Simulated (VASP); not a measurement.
# CoW3 (Pm-3m) in VASP: a series of runs

The runs below take CoW3 through single point, with PBE.

Everything below comes from runs of VASP 6.6.1. Logs are shortened: lines on timing, memory, paths and dates and some standing lists are left out, and cuts for length are marked.

### 1 The cell of the first run

The structure is cubic, space group Pm-3m (No. 221). Conventional cell: a = 3.744 Å, b = 3.744 Å, c = 3.744 Å, α = 90.00°, β = 90.00°, γ = 90.00°. Within 3.5 Å of Co (site symmetry m-3m) lie 12 W at 2.65 Å. Within 3.5 Å of W (site symmetry 4/mmm) lie 4 Co at 2.65 Å and 8 W at 2.65 Å.

### 2 Single point, PBE, collinear spin, ferromagnetic start

The input, INCAR:

```
SYSTEM = CoW3
PREC = Accurate ; ENCUT = 520
EDIFF = 1E-6 ; ISMEAR = -1
SIGMA = 0.1 ; LREAL = .False.
LASPH = .True. ; NELM = 150
ALGO = Normal ; ISIF = 2
LWAVE = .False. ; LCHARG = .False.
ISPIN = 2 ; MAGMOM = 2.5 0 0 0
LORBIT = 11 ; LMAXMIX = 4
GGA = PE ; NBANDS = 38
```

The input, KPOINTS:

```
Automatic mesh
0
Gamma
  6 6 6
  0 0 0
```

The input, POSCAR:

```
CoW3
1.0
    3.7443518340      0.0000000000      0.0000000000
    0.0000000000      3.7443518340      0.0000000000
    0.0000000000      0.0000000000      3.7443518340
Co W
1 3
Direct
    0.0000000000      0.0000000000      0.0000000000
    0.0000000000      0.5000000000      0.5000000000
    0.5000000000      0.0000000000      0.5000000000
    0.5000000000      0.5000000000      0.0000000000
```

Potentials or basis: VASP PAW PBE potentials, release 64 (Co, W_sv).

The run is started by

```console
$ cat potpaw_PBE.64/Co/POTCAR potpaw_PBE.64/W_sv/POTCAR > POTCAR
$ mpirun -np 1 vasp_std > vasp.out
```

OUTCAR:

```text
SYSTEM = CoW3
   PREC = Accurate
   ENCUT = 520
   EDIFF = 1E-6
   ISMEAR = -1
   LREAL = .False.
   LASPH = .True.
   NELM = 150
   ISIF = 2
   ISPIN = 2
   LORBIT = 11
   GGA = PE

 ion  position               nearest neighbor table
   1  0.000  0.000  0.000-   2 2.65   3 2.65   4 2.65   2 2.65   3 2.65   2 2.65   4 2.65   2 2.65
                             3 2.65   4 2.65   3 2.65   4 2.65
   2  0.000  0.500  0.500-   1 2.65   3 2.65   4 2.65   1 2.65   4 2.65   1 2.65   3 2.65   1 2.65
                             3 2.65   4 2.65   4 2.65   3 2.65
   3  0.500  0.000  0.500-   1 2.65   2 2.65   4 2.65   1 2.65   4 2.65   2 2.65   4 2.65   4 2.65
                             1 2.65   2 2.65   1 2.65   2 2.65
   4  0.500  0.500  0.000-   1 2.65   2 2.65   3 2.65   2 2.65   3 2.65   1 2.65   3 2.65   3 2.65
                             1 2.65   2 2.65   2 2.65   1 2.65

  LATTYP: Found a simple cubic cell.
 ALAT       =     3.7443518340

  Lattice vectors:

 A1 = (   3.7443518340,   0.0000000000,   0.0000000000)
 A2 = (   0.0000000000,   3.7443518340,   0.0000000000)
 A3 = (   0.0000000000,   0.0000000000,   3.7443518340)

Analysis of symmetry for initial positions (statically):
=====================================================================
 Subroutine PRICEL returns:
 Original cell was already a primitive cell.

 Routine SETGRP: Setting up the symmetry group for a
 simple cubic supercell.

 Subroutine GETGRP returns: Found 48 space group operations
 (whereof 48 operations were pure point group operations)
 out of a pool of 48 trial point group operations.

The static configuration has the point symmetry O_h .

Analysis of symmetry for dynamics (positions and initial velocities):
=====================================================================
 Subroutine PRICEL returns:
 Original cell was already a primitive cell.

 Routine SETGRP: Setting up the symmetry group for a
 simple cubic supercell.

 Subroutine GETGRP returns: Found 48 space group operations
 (whereof 48 operations were pure point group operations)
 out of a pool of 48 trial point group operations.

The dynamic configuration has the point symmetry O_h .

Analysis of structural, dynamic, and magnetic symmetry:
=====================================================================
 Subroutine PRICEL returns:
 Original cell was already a primitive cell.

 Routine SETGRP: Setting up the symmetry group for a
 simple cubic supercell.

 Subroutine GETGRP returns: Found 48 space group operations
 (whereof 48 operations were pure point group operations)
 out of a pool of 48 trial point group operations.

The overall configuration has the point symmetry O_h .

 Subroutine INISYM returns: Found 48 space group operations
 (whereof 48 operations are pure point group operations),
 and found     1 'primitive' translations

----------------------------------------------------------------------------------------

                                     Primitive cell

  volume of cell :      52.4965

  direct lattice vectors                    reciprocal lattice vectors
     3.744351834  0.000000000  0.000000000     0.267068920  0.000000000  0.000000000
     0.000000000  3.744351834  0.000000000     0.000000000  0.267068920  0.000000000
     0.000000000  0.000000000  3.744351834     0.000000000  0.000000000  0.267068920

  length of vectors
     3.744351834  3.744351834  3.744351834     0.267068920  0.267068920  0.267068920

  position of ions in fractional coordinates (direct lattice)
     0.000000000  0.000000000  0.000000000
     0.000000000  0.500000000  0.500000000
     0.500000000  0.000000000  0.500000000
     0.500000000  0.500000000  0.000000000

  ion indices of the primitive-cell ions
   primitive index   ion index
                 1           1
                 2           2
                 3           3
                 4           4

----------------------------------------------------------------------------------------

 KPOINTS: Automatic mesh

Automatic generation of k-mesh.
 Grid dimensions read from file:
 generate k-points for:    6    6    6

 Generating k-lattice:

  Cartesian coordinates                     Fractional coordinates (reciprocal lattice)
     0.044511487  0.000000000  0.000000000     0.166666667  0.000000000  0.000000000
     0.000000000  0.044511487  0.000000000     0.000000000  0.166666667  0.000000000
     0.000000000  0.000000000  0.044511487     0.000000000  0.000000000  0.166666667

  Length of vectors
     0.044511487  0.044511487  0.044511487

  Shift w.r.t. Gamma in fractional coordinates (k-lattice)
     0.000000000  0.000000000  0.000000000

 Subroutine IBZKPT returns following result:
 ===========================================

 Found     20 irreducible k-points:

 Following reciprocal coordinates:
            Coordinates               Weight
  0.000000  0.000000  0.000000      1.000000
  0.166667  0.000000  0.000000      6.000000
  0.333333  0.000000  0.000000      6.000000
  0.500000  0.000000  0.000000      3.000000
  0.166667  0.166667  0.000000     12.000000
  0.333333  0.166667  0.000000     24.000000
[... 12 lines left out ...]
  0.500000  0.500000  0.333333      6.000000
  0.500000  0.500000  0.500000      1.000000
   k-points           NKPTS =     20   k-points in BZ     NKDIM =     20   number of bands    NBANDS=     38
   number of dos      NEDOS =    301   number of ions     NIONS =      4
   total plane-waves  NPLWV =  21952
   dimension x,y,z NGX =    28 NGY =   28 NGZ =   28
   dimension x,y,z NGXF=    56 NGYF=   56 NGZF=   56
   ions per type =               1   3
   NGX,Y,Z   is equivalent  to a cutoff of  12.43, 12.43, 12.43 a.u.
   NGXF,Y,Z  is equivalent  to a cutoff of  24.86, 24.86, 24.86 a.u.
 SYSTEM =  CoW3
   PREC   = accura    normal or accurate (medium, high low for compatibility)
   ISTART =      0    job   : 0-new  1-cont  2-samecut
   ICHARG =      2    charge: 1-file 2-atom 10-const
   ISPIN  =      2    spin polarized calculation?
   LNONCOLLINEAR =      F non collinear calculations
   LSORBIT =      F    spin-orbit coupling
   LASPH  =      T    aspherical Exc in radial PAW
   ENCUT  =  520.0 eV  38.22 Ry    6.18 a.u.   6.96  6.96  6.96*2*pi/ulx,y,z
   NELM   =    150;   NELMIN=  2; NELMDL= -5     # of ELM steps
   EDIFF  = 0.1E-05   stopping-criterion for ELM
   LREAL  =      F    real-space projection
   EDIFFG = 0.1E-04   stopping-criterion for IOM
   NSW    =      0    number of steps for IOM
   IBRION =     -1    ionic relax: 0-MD 1-quasi-New 2-CG
   NFREE  =      0    steps in history (QN), initial steepest desc. (CG)
   ISIF   =      2    stress and relaxation
   ISYM   =      2    0-nonsym 1-usesym 2-fastsym
   POTIM  = 0.5000    time-step for ionic-motion
   TEBEG  =    0.0;   TEEND  =   0.0 temperature during run
   PSTRESS=    0.0 pullay stress
   NELECT =      51.0000    total number of electrons
   NUPDOWN=      -1.0000    fix difference up-down
   EMIN   =  10.00;   EMAX   =-10.00  energy-range for DOS
   EFERMI =   0.00;   METHOD = LEGACY
   ISMEAR =    -1;   SIGMA  =   0.10  broadening in eV -4-tet -1-fermi 0-gaus
   EFERMI_NEDOS =   21; number of points for ismear=-14 and -15
   IALGO  =     38    algorithm
   IMIX   =      4    mixing-type and parameters
     AMIX     =   0.40;   BMIX     =  1.00
     AMIX_MAG =   1.60;   BMIX_MAG =  1.00
  volume/ion in A,a.u.               =      13.12        88.57
  Fermi-wavevector in a.u.,A,eV,Ry     =   1.621393  3.063988 35.768555  2.628915
  Thomas-Fermi vector in A             =   2.715176
   LORBIT       =     11    0 simple, 1 ext, 2 COOP (PROOUT), +10 PAW based schemes
   GGA     = PE    functional components
   LHFCALC =     F    Hartree Fock is set to
   AEXX    =    0.0000 exact exchange contribution
   IVDW    =     0    specifies the selected vdW correction
   LEPSILON=     F    determine dielectric tensor
   LRPA    =     F    only Hartree local field effects (RPA)
 spin polarized calculation
  energy-cutoff  :      520.00
  volume of cell :       52.50
 maximum number of plane-waves:      1434
 NGX is ok and might be reduce to    28
   NGX = 13   NGY = 13   NGZ = 13

 number of electron      50.9999981 magnetization       0.0003275

 number of electron      50.9999981 magnetization      -0.0013526

 Free energy of the ion-electron system (eV)
  ---------------------------------------------------
  ext. energy  EPLUGINS =         0.00000000
  ---------------------------------------------------
  free energy    TOTEN  =       -44.04620027 eV

  energy without entropy =      -43.90712544  energy(sigma->0) =      -43.97666286

 E-fermi :  12.3139     XC(G=0): -14.2038

 val. band max:       12.3132568989   @ k =   0.1667   0.1667   0.0000
 cond. band min:      12.3145438205   @ k =   0.1667   0.1667   0.0000
 fundamental gap:      0.0012869216
 Fermi energy:        12.3139329473

 spin component 1

 k-point     1 :       0.0000    0.0000    0.0000
  band No.  band energies     occupation
      1     -61.1818      1.00000
      2     -60.9056      1.00000
      3     -60.9056      1.00000
      4     -26.1651      1.00000
      5     -26.1651      1.00000
      6     -26.1651      1.00000
[... 29 lines left out ...]
     36      20.0927      0.00000
     37      24.6362      0.00000

 k-point     2 :       0.1667    0.0000    0.0000
  band No.  band energies     occupation
      1     -61.1655      1.00000
      2     -60.9219      1.00000
      3     -60.9054      1.00000
      4     -26.1108      1.00000
      5     -26.1108      1.00000
      6     -26.0802      1.00000
[... 29 lines left out ...]
     36      20.1374      0.00000
     37      23.4517      0.00000
[... 678 lines left out ...]
     36      19.4758      0.00000
     37      24.0071      0.00000

 k-point    20 :       0.5000    0.5000    0.5000
  band No.  band energies     occupation
      1     -60.9962      1.00000
      2     -60.9962      1.00000
      3     -60.9962      1.00000
      4     -26.7202      1.00000
      5     -26.0182      1.00000
      6     -26.0182      1.00000
[... 29 lines left out ...]
     36      19.0944      0.00000
     37      23.8982      0.00000
 Fermi energy:        12.3139329473

 spin component 2

 k-point     1 :       0.0000    0.0000    0.0000
  band No.  band energies     occupation
      1     -61.1818      1.00000
      2     -60.9056      1.00000
      3     -60.9056      1.00000
      4     -26.1652      1.00000
      5     -26.1652      1.00000
      6     -26.1652      1.00000
[... 29 lines left out ...]
     36      20.0926      0.00000
     37      24.6361      0.00000

 k-point     2 :       0.1667    0.0000    0.0000
  band No.  band energies     occupation
      1     -61.1655      1.00000
      2     -60.9220      1.00000
      3     -60.9054      1.00000
      4     -26.1109      1.00000
      5     -26.1109      1.00000
      6     -26.0802      1.00000
[... 29 lines left out ...]
     36      20.1373      0.00000
     37      23.4515      0.00000
[... 678 lines left out ...]
     36      19.4757      0.00000
     37      24.0069      0.00000

 k-point    20 :       0.5000    0.5000    0.5000
  band No.  band energies     occupation
      1     -60.9962      1.00000
      2     -60.9962      1.00000
      3     -60.9962      1.00000
      4     -26.7203      1.00000
      5     -26.0182      1.00000
      6     -26.0182      1.00000
[... 29 lines left out ...]
     36      19.0944      0.00000
     37      23.8979      0.00000
 [bands above 37 left out]

------------------------ aborting loop because EDIFF is reached ----------------------------------------

  FORCE on cell =-STRESS in cart. coord.  units (eV):
  Direction    XX          YY          ZZ          XY          YZ          ZX
  --------------------------------------------------------------------------------------
  -------------------------------------------------------------------------------------
  Total       14.7159802     14.7159802     14.7159802      0.0000000     -0.0000000      0.0000000
  in kB      449.1276847    449.1276847    449.1276847      0.0000000     -0.0000000      0.0000000
  external PRESSURE =     449.1276847 kB  Pullay stress =       0.0000000 kB

 VOLUME and BASIS-vectors are now :
 -----------------------------------------------------------------------------
  energy-cutoff  :      520.00
  volume of cell :       52.50
      direct lattice vectors                 reciprocal lattice vectors
     3.744351834  0.000000000  0.000000000     0.267068920  0.000000000  0.000000000
     0.000000000  3.744351834  0.000000000     0.000000000  0.267068920  0.000000000
     0.000000000  0.000000000  3.744351834     0.000000000  0.000000000  0.267068920

 POSITION                                       TOTAL-FORCE (eV/Angst)
 -----------------------------------------------------------------------------------
      0.00000      0.00000      0.00000         0.000000      0.000000      0.000000
      0.00000      1.87218      1.87218         0.000000      0.000000      0.000000
      1.87218      0.00000      1.87218         0.000000      0.000000      0.000000
      1.87218      1.87218      0.00000         0.000000      0.000000      0.000000
 -----------------------------------------------------------------------------------
    total drift:                                0.000000      0.000000      0.000000

  FREE ENERGIE OF THE ION-ELECTRON SYSTEM (eV)
  ---------------------------------------------------
  free  energy   TOTEN  =       -44.0462002747 eV

  energy  without entropy=      -43.9071254382  energy(sigma->0) =      -43.97666286

 total charge

# of ion       s       p       d       tot
------------------------------------------
    1        0.528   0.675   7.384   8.587
    2        2.453   6.367   3.575  12.395
    3        2.453   6.367   3.575  12.395
    4        2.453   6.367   3.575  12.395
--------------------------------------------------
tot          7.888  19.776  18.109  45.773

 magnetization (x)

# of ion       s       p       d       tot
------------------------------------------
    1       -0.000  -0.000  -0.001  -0.001
    2       -0.000   0.000  -0.000  -0.000
    3       -0.000   0.000  -0.000  -0.000
    4       -0.000   0.000  -0.000  -0.000
--------------------------------------------------
tot         -0.000  -0.000  -0.001  -0.001
```

It took 73 s on 1 thread of AMD EPYC 9R45 (Zen 5), shared host; peak memory 0.18 GiB.

What came out:

- Free energy: -44.0462 eV
- Pressure: 44.9 GPa
- Net moment: 0.00 μB per cell
- Valence electrons inside the program's atomic spheres: Co 8.59; W 12.39

Caveat: the cell stands under pressure; spin-orbit coupling is left out, which moves the levels of the heavy elements.

### 3 Single point, PBE, collinear spin, ferromagnetic start

This run uses another cell than the first one, of 13.72 Å³/atom.

The input, INCAR:

```
SYSTEM = CoW3
  PREC = Accurate
  ENCUT = 520
  EDIFF = 1E-6
  ISMEAR = -1
  SIGMA = 0.1
  LREAL = .False.
  LASPH = .True.
  NELM = 150
  ALGO = Normal
  ISIF = 2
  LWAVE = .False.
  LCHARG = .True.
  ISPIN = 2
  MAGMOM = 2.5 0 0 0
  LORBIT = 11
  LMAXMIX = 4
  GGA = PE
  LELF = .True.
  LVHAR = .True.
  NBANDS = 38
```

KPOINTS is that of step 2.

The input, POSCAR:

```
CoW3
1.0
    3.8002459227      0.0000000000      0.0000000000
    0.0000000000      3.8002459227      0.0000000000
    0.0000000000      0.0000000000      3.8002459227
Co W
1 3
Direct
    0.0000000000      0.0000000000      0.0000000000
    0.0000000000      0.5000000000      0.5000000000
    0.5000000000      0.0000000000      0.5000000000
    0.5000000000      0.5000000000      0.0000000000
```

Potentials or basis: VASP PAW PBE potentials, release 64 (Co, W_sv).

The run is started by

```console
$ cat potpaw_PBE.64/Co/POTCAR potpaw_PBE.64/W_sv/POTCAR > POTCAR
$ mpirun -np 1 vasp_std > vasp.out
```

Run time: 78 s. Hardware: 1 thread of AMD EPYC 9R45 (Zen 5), shared host; peak memory 0.18 GiB.

It converged, with:

| Item | Value |
| --- | --- |
| Free energy | -44.5722 eV |
| Pressure | 26.2 GPa |
| Net moment | 0.00 μB per cell |
| Valence electrons inside the program's atomic spheres | Co 8.48; W 12.28 |

Levels at points of the mesh, in eV from the Fermi level:
Spin up:
| k point | band 21 | band 22 | band 23 | band 24 | band 25 | band 26 | band 27 | band 28 | band 29 | band 30 |
| --- | --- | --- | --- | --- | --- | --- | --- | --- | --- | --- |
| (0.00, 0.00, 0.00) | -1.20 | -1.20 | 0.43 | 0.43 | 3.19 | 3.19 | 3.19 | 3.41 | 3.41 | 3.41 |
| (0.50, 0.00, 0.00) | -2.08 | -2.08 | -1.14 | 0.08 | 0.28 | 0.28 | 0.71 | 1.07 | 2.00 | 2.00 |
| (0.50, 0.50, 0.00) | -2.24 | -2.16 | -2.16 | -1.98 | -1.06 | 0.61 | 0.61 | 1.07 | 1.07 | 1.18 |
| (0.50, 0.50, 0.50) | -1.42 | -0.92 | -0.92 | -0.92 | 0.63 | 0.63 | 0.63 | 1.50 | 2.72 | 2.72 |
Spin down:
```csv
k point,band 22,band 23,band 24,band 25,band 26,band 27,band 28,band 29
"(0.00, 0.00, 0.00)",-1.20,0.43,0.43,3.19,3.19,3.19,3.41,3.41
"(0.50, 0.00, 0.00)",-2.08,-1.13,0.08,0.28,0.28,0.71,1.07,2.00
"(0.50, 0.50, 0.00)",-2.16,-2.16,-1.98,-1.06,0.61,0.61,1.07,1.07
"(0.50, 0.50, 0.50)",-0.92,-0.92,-0.92,0.63,0.63,0.63,1.50,2.72
```

Caveat: the cell stands under pressure; spin-orbit coupling is left out, which moves the levels of the heavy elements.

### 4 Single point, PBE, collinear spin, ferromagnetic start

This run uses another cell than the first one, of 14.32 Å³/atom.

The input, INCAR:

```
PREC = Accurate
ENCUT = 520
EDIFF = 1E-7
ISMEAR = -1
SIGMA = 0.1
LREAL = False
LASPH = True
NELM = 150
ALGO = Normal
ISIF = 2
LWAVE = False
LCHARG = True
ISPIN = 2
MAGMOM = 2.5 0 0 0
LORBIT = 11
LMAXMIX = 4
GGA = PE
LELF = True
LVHAR = True
NBANDS = 38
```

The input, KPOINTS:

```
Automatic mesh
0
Gamma
  6 6 6
```

The input, POSCAR:

```
CoW3
1.0
    3.8545424859      0.0000000000      0.0000000000
    0.0000000000      3.8545424859      0.0000000000
    0.0000000000      0.0000000000      3.8545424859
Co W
1 3
Direct
    0.0000000000      0.0000000000      0.0000000000
    0.0000000000      0.5000000000      0.5000000000
    0.5000000000      0.0000000000      0.5000000000
    0.5000000000      0.5000000000      0.0000000000
```

The run is started by

```console
$ cat potpaw_PBE.64/Co/POTCAR potpaw_PBE.64/W_sv/POTCAR > POTCAR
$ mpirun -np 1 vasp_std > vasp.out
```

Wall time 1.7 min (1 thread of AMD EPYC 9R45 (Zen 5), shared host); peak memory 0.2 GiB.

It converged, with:

| Quantity | Value |
| --- | --- |
| Free energy | -44.8473 eV |
| Pressure | 11.1 GPa |
| Net moment | 0.00 μB per cell |
| Valence electrons inside the program's atomic spheres | Co 8.38; W 12.17 |

Levels at points of the mesh, in eV from the Fermi level:
Spin up:
```
           k point  band 21  band 22  band 23  band 24  band 25  band 26  band 27  band 28  band 29  band 30
(0.00, 0.00, 0.00)    -1.12    -1.12     0.40     0.40     3.01     3.01     3.01     3.19     3.19     3.19
(0.50, 0.00, 0.00)    -1.99    -1.99    -1.07     0.07     0.25     0.25     0.69     1.01     1.91     1.91
(0.50, 0.50, 0.00)    -2.10    -2.06    -2.06    -1.87    -0.99     0.58     0.58     1.04     1.04     1.14
(0.50, 0.50, 0.50)    -1.32    -0.85    -0.85    -0.85     0.54     0.54     0.54     1.28     2.58     2.58
```
Spin down:
```tsv
k point	band 22	band 23	band 24	band 25	band 26	band 27	band 28	band 29
(0.00, 0.00, 0.00)	-1.12	0.40	0.40	3.01	3.01	3.01	3.19	3.19
(0.50, 0.00, 0.00)	-1.99	-1.07	0.07	0.25	0.25	0.69	1.01	1.91
(0.50, 0.50, 0.00)	-2.05	-2.05	-1.87	-0.99	0.58	0.58	1.04	1.04
(0.50, 0.50, 0.50)	-0.85	-0.85	-0.85	0.54	0.54	0.54	1.28	2.58
```

Caveat: the cell stands under pressure; spin-orbit coupling is left out, which moves the levels of the heavy elements.
